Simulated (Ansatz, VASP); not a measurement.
# One calculation of TePb, two programs

```
Pb Te
1.0
     0.00000    3.28500    3.28500
     3.28500    0.00000    3.28500
     3.28500    3.28500    0.00000
Pb Te
1 1
Direct
  0.00527 0.00527 0.00527
  0.50000 0.50000 0.50000
```

Alike in both runs: task single point; functional HSE06; k mesh 4 × 4 × 4; occupations fermi-dirac, width 0.05 eV; no spin polarisation.

```csv
,VASP,Ansatz
version,VASP 6.6.1,Ansatz 0.2.0 development build
potentials or method,"VASP PAW PBE potentials, release 64 (Pb_d, Te), cutoff 520 eV","plane waves, all-electron PAW datasets generated for the crystal"
```

|  | VASP | Ansatz | Ansatz less VASP |
| --- | --- | --- | --- |
| gap on the k mesh at the Fermi level (eV) | 1.21 | 1.25 | +0.037 |
| rms of the force components (eV/Å) | 0.024 | 0.023 | -0.0011 |

Atom by atom the forces differ by 0.001 eV/Å (rms over components). Ansatz ran all-electron here, and VASP with PAW potentials.

Neither program's run includes spin-orbit coupling.
